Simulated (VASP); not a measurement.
SbPt, 12 atoms in the cell. The structure is hexagonal, space group P6_3/mmc (No. 194). Conventional cell: a = 3.818 Å, b = 3.818 Å, c = 19.598 Å, α = 90.00°, β = 90.00°, γ = 120.00°. Within 4.0 Å of Pt (site symmetry -6m2) lie 6 Sb at 2.77 Å and 12 Pt at 3.82 to 3.94 Å. Within 3.6 Å of Pt (site symmetry 3m) lie 6 Sb at 2.72 to 2.74 Å. Sb (site symmetry 3m) has 6 Pt at 2.72 to 2.77 Å and 1 Sb at 3.35 Å within 3.6 Å. Within 3.6 Å of Sb (site symmetry -3m) lie 6 Pt at 2.74 Å. 

* Program: VASP 6.6.1
* Task: single point
* Functional: PBEsol
* Potentials or basis: VASP PAW PBE potentials, release 64 (Pt, Sb)
* Cutoff: 520 eV
* k mesh: 12 × 12 × 2
* Occupations: gaussian, width 0.1 eV
* Spin: no spin polarisation
* Dipole correction: no
* Further INCAR settings: ALGO = Normal; EDIFF = 1e-07; NBANDS = 57

Potentials or basis: VASP PAW PBE potentials, release 64 (Pt, Sb).

The run is started by

```sh
$ cat potpaw_PBE.64/Pt/POTCAR potpaw_PBE.64/Sb/POTCAR > POTCAR
$ mpirun -np 1 vasp_std > vasp.out
```

Hardware: 1 thread of Intel Xeon 8259CL (shared host).

**Question.** How long does it take, and how much memory?

**Answer.** Wall time 23 min on 1 thread of Intel Xeon 8259CL, on a shared host, peak memory 0.58 GiB. Counts: scf iterations 17, k points 38.
